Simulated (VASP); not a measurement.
Here is a VASP 6.6.1 calculation.

The input INCAR:

```
SYSTEM = SnSe
  PREC = Accurate
  ENCUT = 520
  EDIFF = 1E-6
  ISMEAR = -1
  SIGMA = 0.02
  LREAL = .False.
  LASPH = .True.
  NELM = 100
  ALGO = Normal
  ISIF = 2
  LWAVE = .False.
  LCHARG = .False.
  GGA = PE
  NBANDS = 17
```

File KPOINTS:

```
regular mesh
0
Gamma
  9 9 9
  0 0 0
```

The input POSCAR:

```
SnSe
1.0
    0.0602000000      3.0401000000      3.0401000000
    3.0401000000      0.0602000000      3.0401000000
    3.0401000000      3.0401000000      0.0602000000
Sn Se
1 1
Direct
    0.0000000000      0.0000000000      0.0000000000
    0.5000000000      0.5000000000      0.5000000000
```

Potentials or basis: VASP PAW PBE potentials, release 64 (Sn_d, Se).

Run with:

```bash
$ cat potpaw_PBE.64/Sn_d/POTCAR potpaw_PBE.64/Se/POTCAR > POTCAR
$ mpirun -np 1 vasp_std > vasp.out
```

Question: What does it give for the pressure?

Answer: 1.0 GPa.

Question: Estimate the band gap on the k mesh.

Answer: 0.42 eV, indirect (least direct gap 0.59 eV).

Stress tensor (GPa, compression positive):
```
 1.01 -0.38 -0.38
-0.38  1.01 -0.38
-0.38 -0.38  1.01
```

Caveat: the cell differs from its parent crystal (equal xy, yz and zx shear strains of +2 %); spin-orbit coupling is left out, which moves the levels of the heavy elements. A k mesh can miss the band edges.
